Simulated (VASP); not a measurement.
# BaS (Fm-3m) in VASP: notebook

The runs below take BaS through relaxation of cell and atoms, single point, with PBE, PBEsol, LDA, r2SCAN, HSE06.

Everything below comes from runs of VASP 6.6.1. Logs are shortened: lines on timing, memory, paths and dates and some standing lists are left out, and cuts for length are marked.

## (1) The cell of the first run

Symmetry: Fm-3m, No. 225, cubic system. The conventional cell has a = 6.388 Å, b = 6.388 Å, c = 6.388 Å, α = 90.00°, β = 90.00°, γ = 90.00°. Ba (site symmetry m-3m) has 6 S at 3.19 Å within 4.2 Å. Within 4.2 Å of S (site symmetry m-3m) lie 6 Ba at 3.19 Å.

## (2) Relaxation of cell and atoms, PBE

INCAR

```
SYSTEM = BaS
PREC = Accurate
ENCUT = 600
EDIFF = 1E-7
ISMEAR = -1
SIGMA = 0.02
LREAL = .False.
LASPH = .True.
NELM = 100
ALGO = Normal
ISIF = 3
LWAVE = .False.
LCHARG = .False.
GGA = PE
IBRION = 2
NSW = 80
EDIFFG = -0.005
```

KPOINTS

```
Automatic mesh
0
Gamma
  6 6 6
  0 0 0
```

POSCAR

```
BaS
1.0
    0.0000000000      3.1937500000      3.1937500000
    3.1937500000      0.0000000000      3.1937500000
    3.1937500000      3.1937500000      0.0000000000
Ba S
1 1
Direct
    0.0000000000      0.0000000000      0.0000000000
    0.5000000000      0.5000000000      0.5000000000
```

Potentials or basis: VASP PAW PBE potentials, release 64 (Ba_sv, S).

Run with:

```console
> cat potpaw_PBE.64/Ba_sv/POTCAR potpaw_PBE.64/S/POTCAR > POTCAR
> mpirun -np 1 vasp_std > vasp.out
```

OUTCAR:

```text
SYSTEM = BaS
   PREC = Accurate
   ENCUT = 600
   EDIFF = 1E-7
   ISMEAR = -1
   LREAL = .False.
   LASPH = .True.
   NELM = 100
   ISIF = 3
   GGA = PE
   IBRION = 2
   NSW = 80
   EDIFFG = -0.005

 ion  position               nearest neighbor table
   1  0.000  0.000  0.000-   2 3.19   2 3.19   2 3.19   2 3.19   2 3.19   2 3.19
   2  0.500  0.500  0.500-   1 3.19   1 3.19   1 3.19   1 3.19   1 3.19   1 3.19

  LATTYP: Found a face centered cubic cell.
 ALAT       =     6.3875000000

  Lattice vectors:

 A1 = (   0.0000000000,   3.1937500000,   3.1937500000)
 A2 = (   3.1937500000,   0.0000000000,   3.1937500000)
 A3 = (   3.1937500000,   3.1937500000,   0.0000000000)

Analysis of symmetry for initial positions (statically):
=====================================================================
 Subroutine PRICEL returns:
 Original cell was already a primitive cell.

 Routine SETGRP: Setting up the symmetry group for a
 face centered cubic supercell.

 Subroutine GETGRP returns: Found 48 space group operations
 (whereof 48 operations were pure point group operations)
 out of a pool of 48 trial point group operations.

The static configuration has the point symmetry O_h .

Analysis of symmetry for dynamics (positions and initial velocities):
=====================================================================
 Subroutine PRICEL returns:
 Original cell was already a primitive cell.

 Routine SETGRP: Setting up the symmetry group for a
 face centered cubic supercell.

 Subroutine GETGRP returns: Found 48 space group operations
 (whereof 48 operations were pure point group operations)
 out of a pool of 48 trial point group operations.

The dynamic configuration has the point symmetry O_h .

 Subroutine INISYM returns: Found 48 space group operations
 (whereof 48 operations are pure point group operations),
 and found     1 'primitive' translations

----------------------------------------------------------------------------------------

                                     Primitive cell

  volume of cell :      65.1527

  direct lattice vectors                    reciprocal lattice vectors
     0.000000000  3.193750000  3.193750000    -0.156555773  0.156555773  0.156555773
     3.193750000  0.000000000  3.193750000     0.156555773 -0.156555773  0.156555773
     3.193750000  3.193750000  0.000000000     0.156555773  0.156555773 -0.156555773

  length of vectors
     4.516644565  4.516644565  4.516644565     0.271162553  0.271162553  0.271162553

  position of ions in fractional coordinates (direct lattice)
     0.000000000  0.000000000  0.000000000
     0.500000000  0.500000000  0.500000000

  ion indices of the primitive-cell ions
   primitive index   ion index
                 1           1
                 2           2

----------------------------------------------------------------------------------------

 KPOINTS: Automatic mesh

Automatic generation of k-mesh.
 Grid dimensions read from file:
 generate k-points for:    6    6    6

 Generating k-lattice:

  Cartesian coordinates                     Fractional coordinates (reciprocal lattice)
    -0.026092629  0.026092629  0.026092629     0.166666667  0.000000000  0.000000000
     0.026092629 -0.026092629  0.026092629     0.000000000  0.166666667  0.000000000
     0.026092629  0.026092629 -0.026092629     0.000000000  0.000000000  0.166666667

  Length of vectors
     0.045193759  0.045193759  0.045193759

  Shift w.r.t. Gamma in fractional coordinates (k-lattice)
     0.000000000  0.000000000  0.000000000

 Subroutine IBZKPT returns following result:
 ===========================================

 Found     16 irreducible k-points:

 Following reciprocal coordinates:
            Coordinates               Weight
  0.000000  0.000000  0.000000      1.000000
  0.166667  0.000000  0.000000      8.000000
  0.333333  0.000000  0.000000      8.000000
  0.500000  0.000000  0.000000      4.000000
  0.166667  0.166667  0.000000      6.000000
  0.333333  0.166667  0.000000     24.000000
[... 8 lines left out ...]
 -0.333333  0.333333  0.166667     24.000000
 -0.333333  0.500000  0.166667     12.000000
   k-points           NKPTS =     16   k-points in BZ     NKDIM =     16   number of bands    NBANDS=     12
   number of dos      NEDOS =    301   number of ions     NIONS =      2
   total plane-waves  NPLWV =  46656
   dimension x,y,z NGX =    36 NGY =   36 NGZ =   36
   dimension x,y,z NGXF=    72 NGYF=   72 NGZF=   72
   ions per type =               1   1
   NGX,Y,Z   is equivalent  to a cutoff of  13.25, 13.25, 13.25 a.u.
   NGXF,Y,Z  is equivalent  to a cutoff of  26.50, 26.50, 26.50 a.u.
 SYSTEM =  BaS
   PREC   = accura    normal or accurate (medium, high low for compatibility)
   ISTART =      0    job   : 0-new  1-cont  2-samecut
   ICHARG =      2    charge: 1-file 2-atom 10-const
   ISPIN  =      1    spin polarized calculation?
   LNONCOLLINEAR =      F non collinear calculations
   LSORBIT =      F    spin-orbit coupling
   LASPH  =      T    aspherical Exc in radial PAW
   ENCUT  =  600.0 eV  44.10 Ry    6.64 a.u.   9.02  9.02  9.02*2*pi/ulx,y,z
   NELM   =    100;   NELMIN=  2; NELMDL= -5     # of ELM steps
   EDIFF  = 0.1E-06   stopping-criterion for ELM
   LREAL  =      F    real-space projection
   EDIFFG = -.5E-02   stopping-criterion for IOM
   NSW    =     80    number of steps for IOM
   IBRION =      2    ionic relax: 0-MD 1-quasi-New 2-CG
   NFREE  =      1    steps in history (QN), initial steepest desc. (CG)
   ISIF   =      3    stress and relaxation
   ISYM   =      2    0-nonsym 1-usesym 2-fastsym
   POTIM  = 0.5000    time-step for ionic-motion
   TEBEG  =    0.0;   TEEND  =   0.0 temperature during run
   PSTRESS=    0.0 pullay stress
   NELECT =      16.0000    total number of electrons
   NUPDOWN=      -1.0000    fix difference up-down
   EMIN   =  10.00;   EMAX   =-10.00  energy-range for DOS
   EFERMI =   0.00;   METHOD = LEGACY
   ISMEAR =    -1;   SIGMA  =   0.02  broadening in eV -4-tet -1-fermi 0-gaus
   EFERMI_NEDOS =   21; number of points for ismear=-14 and -15
   IALGO  =     38    algorithm
   IMIX   =      4    mixing-type and parameters
     AMIX     =   0.40;   BMIX     =  1.00
     AMIX_MAG =   1.60;   BMIX_MAG =  1.00
  volume/ion in A,a.u.               =      32.58       219.84
  Fermi-wavevector in a.u.,A,eV,Ry     =   1.025189  1.937326 14.299891  1.051012
  Thomas-Fermi vector in A             =   2.159016
   LORBIT       =      0    0 simple, 1 ext, 2 COOP (PROOUT), +10 PAW based schemes
   GGA     = PE    functional components
   LHFCALC =     F    Hartree Fock is set to
   AEXX    =    0.0000 exact exchange contribution
   IVDW    =     0    specifies the selected vdW correction
   LEPSILON=     F    determine dielectric tensor
   LRPA    =     F    only Hartree local field effects (RPA)
 conjugate gradient relaxation of ions
 non-spin polarized calculation
  energy-cutoff  :      600.00
  volume of cell :       65.15
 maximum number of plane-waves:      2200
   NGX = 17   NGY = 17   NGZ = 17

--------------------------------------- Ionic step        1  -------------------------------------------

 number of electron      16.0000001 magnetization

 Free energy of the ion-electron system (eV)
  ---------------------------------------------------
  ext. energy  EPLUGINS =         0.00000000
  ---------------------------------------------------
  free energy    TOTEN  =       -10.18503854 eV

  energy without entropy =      -10.18503854  energy(sigma->0) =      -10.18503854

------------------------ aborting loop because EDIFF is reached ----------------------------------------

  FORCE on cell =-STRESS in cart. coord.  units (eV):
  Direction    XX          YY          ZZ          XY          YZ          ZX
  --------------------------------------------------------------------------------------
  -------------------------------------------------------------------------------------
  Total        0.5857331      0.5857331      0.5857331      0.0000000      0.0000000     -0.0000000
  in kB       14.4038168     14.4038168     14.4038168      0.0000000      0.0000000     -0.0000000
  external PRESSURE =      14.4038168 kB  Pullay stress =       0.0000000 kB

 VOLUME and BASIS-vectors are now :
 -----------------------------------------------------------------------------
  energy-cutoff  :      600.00
  volume of cell :       65.15
      direct lattice vectors                 reciprocal lattice vectors
     0.000000000  3.193750000  3.193750000    -0.156555773  0.156555773  0.156555773
     3.193750000  0.000000000  3.193750000     0.156555773 -0.156555773  0.156555773
     3.193750000  3.193750000  0.000000000     0.156555773  0.156555773 -0.156555773

 POSITION                                       TOTAL-FORCE (eV/Angst)
 -----------------------------------------------------------------------------------
      0.00000      0.00000      0.00000         0.000000     -0.000000     -0.000000
      3.19375      3.19375      3.19375        -0.000000      0.000000      0.000000
 -----------------------------------------------------------------------------------
    total drift:                                0.000000      0.000000      0.000000

  FREE ENERGIE OF THE ION-ELECTRON SYSTEM (eV)
  ---------------------------------------------------
  free  energy   TOTEN  =       -10.1850385399 eV
[... 17 lines left out ...]
 VOLUME and BASIS-vectors are now :
 -----------------------------------------------------------------------------
  energy-cutoff  :      600.00
  volume of cell :       67.95
      direct lattice vectors                 reciprocal lattice vectors
     0.000000000  3.238873406  3.238873406    -0.154374666  0.154374666  0.154374666
     3.238873406  0.000000000  3.238873406     0.154374666 -0.154374666  0.154374666
     3.238873406  3.238873406 -0.000000000     0.154374666  0.154374666 -0.154374666

 POSITION                                       TOTAL-FORCE (eV/Angst)
 -----------------------------------------------------------------------------------
      0.00000      3.23887      3.23887        -0.000000      0.000000     -0.000000
      3.23887      3.23887      3.23887         0.000000     -0.000000      0.000000
 -----------------------------------------------------------------------------------
    total drift:                               -0.000000     -0.000000      0.000000

  FREE ENERGIE OF THE ION-ELECTRON SYSTEM (eV)
  ---------------------------------------------------
  free  energy   TOTEN  =       -10.1935943946 eV

  energy  without entropy=      -10.1935943946  energy(sigma->0) =      -10.19359439

--------------------------------------- Ionic step        3  -------------------------------------------

 number of electron      16.0000001 magnetization

 Free energy of the ion-electron system (eV)
  ---------------------------------------------------
  ext. energy  EPLUGINS =         0.00000000
  ---------------------------------------------------
  free energy    TOTEN  =       -10.19440762 eV

  energy without entropy =      -10.19440762  energy(sigma->0) =      -10.19440762

 E-fermi :   1.6900     XC(G=0):  -8.4920

 val. band max:        1.2894446068   @ k =   0.0000   0.0000   0.0000
 cond. band min:       3.4482000293   @ k =   0.5000   0.5000   0.0000
 fundamental gap:      2.1587554225
 Fermi energy:         1.6899635899

 k-point     1 :       0.0000    0.0000    0.0000
  band No.  band energies     occupation
      1     -24.8894      2.00000
      2      -9.9491      2.00000
      3      -9.9491      2.00000
      4      -9.9491      2.00000
      5      -9.0216      2.00000
      6       1.2894      2.00000
      7       1.2894      2.00000
      8       1.2894      2.00000
      9       4.7338      0.00000
     10       5.1513      0.00000
     11       5.1513      0.00000
     12       5.1513      0.00000

 k-point     2 :       0.1667    0.0000    0.0000
  band No.  band energies     occupation
      1     -24.8800      2.00000
      2     -10.3248      2.00000
      3      -9.9580      2.00000
      4      -9.9580      2.00000
      5      -8.6227      2.00000
      6       0.6587      2.00000
      7       0.9677      2.00000
      8       0.9677      2.00000
      9       5.1732      0.00000
     10       5.5444      0.00000
     11       5.5444      0.00000
     12       5.7000      0.00000
[... 221 lines left out ...]
 VOLUME and BASIS-vectors are now :
 -----------------------------------------------------------------------------
  energy-cutoff  :      600.00
  volume of cell :       67.30
      direct lattice vectors                 reciprocal lattice vectors
     0.000000000  3.228386220  3.228386220    -0.154876141  0.154876141  0.154876141
     3.228386220  0.000000000  3.228386220     0.154876141 -0.154876141  0.154876141
     3.228386220  3.228386220 -0.000000000     0.154876141  0.154876141 -0.154876141

 POSITION                                       TOTAL-FORCE (eV/Angst)
 -----------------------------------------------------------------------------------
      0.00000      0.00000      0.00000        -0.000000     -0.000000     -0.000000
      3.22839      3.22839      3.22839         0.000000      0.000000      0.000000
 -----------------------------------------------------------------------------------
    total drift:                                0.000000      0.000000      0.000000

  FREE ENERGIE OF THE ION-ELECTRON SYSTEM (eV)
  ---------------------------------------------------
  free  energy   TOTEN  =       -10.1944076239 eV

  energy  without entropy=      -10.1944076239  energy(sigma->0) =      -10.19440762

 reached required accuracy - stopping structural energy minimisation
```

It took 59 s on 1 thread of Intel Xeon 8259CL, shared host; peak memory 0.21 GiB.

Results:

* Free energy: -10.1944 eV
* Relaxed volume: 33.65 Å³/atom
* Relaxed cell: a = 4.566 Å, b = 4.566 Å, c = 4.566 Å, α = 60.00°, β = 60.00°, γ = 60.00°
* Space group after relaxing (to 0.1 Å): Fm-3m (No. 225)
* Energy gained by relaxing: 4.7 meV/atom
* Ionic steps: 3
* Pressure after relaxing: 0.0 GPa
* Band gap on the k mesh: 2.16 eV (least direct gap 2.31 eV)

Step by step:
```tsv
step	energy change (eV)	largest force (eV/Å)	pressure (GPa)	volume (Å³)
1	0.0000	0.0000	1.44	65.15
2	-0.0086	0.0000	-0.39	67.95
3	-0.0094	0.0000	0.00	67.30
```

Final structure:
```
CELL_PARAMETERS angstrom
0.00000 3.22839 3.22839
3.22839 0.00000 3.22839
3.22839 3.22839 0.00000
ATOMIC_POSITIONS crystal
Ba 0.00000 0.00000 0.00000
S 0.50000 0.50000 0.50000
```

Levels at points of the mesh, in eV from the valence-band top:
```
           k point  band 6  band 7  band 8  band 9  band 10  band 11
(0.00, 0.00, 0.00)    0.00    0.00    0.00    3.44     3.86     3.86
(0.50, 0.00, 0.00)   -1.87   -1.03   -1.03    5.43     5.59     6.18
(0.50, 0.50, 0.00)   -0.56   -0.15   -0.15    2.16     5.83     5.85
```

Caveat: spin-orbit coupling is left out, which moves the levels of the heavy elements.

## (3) Relaxation of cell and atoms, PBEsol

This run uses another cell than the first one, of 33.21 Å³/atom.

INCAR

```
SYSTEM = BaS
ALGO     = Normal         ! electronic algorithm
EDIFF    = 1E-6           ! SCF threshold, eV
EDIFFG   = -0.005         ! ionic threshold
ENCUT    = 600            ! plane-wave cutoff, eV
GGA      = PS             ! functional
IBRION   = 2              ! ionic algorithm
ISIF     = 3              ! what is computed and relaxed
ISMEAR   = -1             ! smearing method
LASPH    = .True.         ! aspherical terms in the spheres
LCHARG   = .False.        ! write CHGCAR
LREAL    = .False.        ! projectors in reciprocal space
LWAVE    = .False.        ! write WAVECAR
NELM     = 100            ! most SCF steps
NSW      = 80             ! ionic steps
PREC     = Accurate       ! precision mode
SIGMA    = 0.02           ! smearing width, eV
```

KPOINTS

```
k-points
0
Gamma
  6 6 6
  0 0 0
```

POSCAR

```
BaS
1.0
    0.0000000000      3.2144262625      3.2144262625
    3.2144262625      0.0000000000      3.2144262625
    3.2144262625      3.2144262625      0.0000000000
Ba S
1 1
Direct
    0.0000000000      0.0000000000      0.0000000000
    0.5000000000      0.5000000000      0.5000000000
```

Potentials or basis: VASP PAW PBE potentials, release 64 (Ba_sv, S).

Run with:

```console
> cat potpaw_PBE.64/Ba_sv/POTCAR potpaw_PBE.64/S/POTCAR > POTCAR
> mpirun -np 1 vasp_std > vasp.out
```

It took 47 s on 1 thread of Intel Xeon 8259CL, shared host; peak memory 0.21 GiB.

It converged, with:

```yaml
Free_energy: -10.7193 eV
Relaxed_volume: 32.20 Å³/atom
Relaxed_cell: a = 4.499 Å, b = 4.499 Å, c = 4.499 Å, α = 60.00°, β = 60.00°, γ = 60.00°
Space_group_after_relaxing_to_0.1_Å: Fm-3m (No. 225)
Energy_gained_by_relaxing: 4.3 meV/atom
Ionic_steps: 3
Pressure_after_relaxing: 0.0 GPa
Band_gap_on_the_k_mesh: 1.96 eV (least direct gap 2.09 eV)
```

Step by step:
```tsv
step	energy change (eV)	largest force (eV/Å)	pressure (GPa)	volume (Å³)
1	0.0000	0.0000	-1.33	66.43
2	-0.0078	0.0000	0.44	63.82
3	-0.0086	0.0000	0.00	64.41
```

Final structure:
```
Ba S
1.0
     0.00000    3.18154    3.18154
     3.18154    0.00000    3.18154
     3.18154    3.18154    0.00000
Ba S
1 1
Direct
  0.00000 0.00000 0.00000
  0.50000 0.50000 0.50000
```

Levels at points of the mesh, in eV from the valence-band top:
```csv
k point,band 6,band 7,band 8,band 9,band 10,band 11
"(0.00, 0.00, 0.00)",0.00,0.00,0.00,3.46,3.78,3.78
"(0.50, 0.00, 0.00)",-2.02,-1.13,-1.13,5.51,5.56,6.30
"(0.50, 0.50, 0.00)",-0.53,-0.13,-0.13,1.96,5.93,5.99
```

Caveat: the PAW data sets were made with another functional, which shifts forces and pressure a little; spin-orbit coupling is left out, which moves the levels of the heavy elements.

## (4) Relaxation of cell and atoms, LDA

This run uses another cell than the first one, of 33.21 Å³/atom.

INCAR

```
SYSTEM = BaS
PREC = Accurate ; ENCUT = 600
EDIFF = 1E-6 ; ISMEAR = -1
SIGMA = 0.02 ; LREAL = .FALSE.
LASPH = .TRUE. ; NELM = 60
ALGO = Normal ; ISIF = 3
LWAVE = .FALSE. ; LCHARG = .FALSE.
GGA = CA ; IBRION = 2
NSW = 80 ; EDIFFG = -0.005
```

KPOINTS

```
Automatic mesh
0
G
  6 6 6
  0 0 0
```

POSCAR is that of step 3.

Potentials or basis: VASP PAW LDA potentials, release 64 (Ba_sv, S).

Run with:

```console
> cat potpaw_LDA.64/Ba_sv/POTCAR potpaw_LDA.64/S/POTCAR > POTCAR
> mpirun -np 1 vasp_std > vasp.out
```

It took 36 s on 1 thread of Intel Xeon 8259CL, shared host; peak memory 0.18 GiB.

It converged, with:

```
Free energy                           : -11.1749 eV
Relaxed volume                        : 31.31 Å³/atom
Relaxed cell                          : a = 4.457 Å, b = 4.457 Å, c = 4.457 Å, α = 60.00°, β = 60.00°, γ = 60.00°
Space group after relaxing (to 0.1 Å) : Fm-3m (No. 225)
Energy gained by relaxing             : 16.3 meV/atom
Ionic steps                           : 3
Pressure after relaxing               : 0.0 GPa
Band gap on the k mesh                : 1.83 eV (least direct gap 1.94 eV)
```

The path:
```csv
step,energy change (eV),largest force (eV/Å),pressure (GPa),volume (Å³)
1,0.0000,0.0000,-2.59,66.43
2,-0.0287,0.0000,1.05,61.39
3,-0.0326,0.0000,0.00,62.61
```

Final structure:
```yaml
crystal:
  lattice:
    - [0.00000, 3.15171, 3.15171]
    - [3.15171, 0.00000, 3.15171]
    - [3.15171, 3.15171, 0.00000]
  atoms:
    - { symbol: Ba, position: [0.00000, 0.00000, 0.00000] }
    - { symbol: S, position: [0.50000, 0.50000, 0.50000] }
```

Levels at points of the mesh, in eV from the valence-band top:
| k point | band 4 | band 5 | band 6 | band 7 | band 8 | band 9 | band 10 | band 11 | band 12 |
| --- | --- | --- | --- | --- | --- | --- | --- | --- | --- |
| (0.00, 0.00, 0.00) | -10.95 | -10.38 | 0.00 | 0.00 | 0.00 | 3.51 | 3.70 | 3.70 | 3.70 |
| (0.50, 0.00, 0.00) | -11.00 | -8.92 | -2.11 | -1.20 | -1.20 | 5.53 | 5.59 | 6.33 | 6.33 |
| (0.50, 0.50, 0.00) | -11.18 | -10.29 | -0.49 | -0.12 | -0.12 | 1.83 | 5.96 | 6.08 | 7.62 |

Caveat: spin-orbit coupling is left out, which moves the levels of the heavy elements.

(Continued in part 2 of 2.)
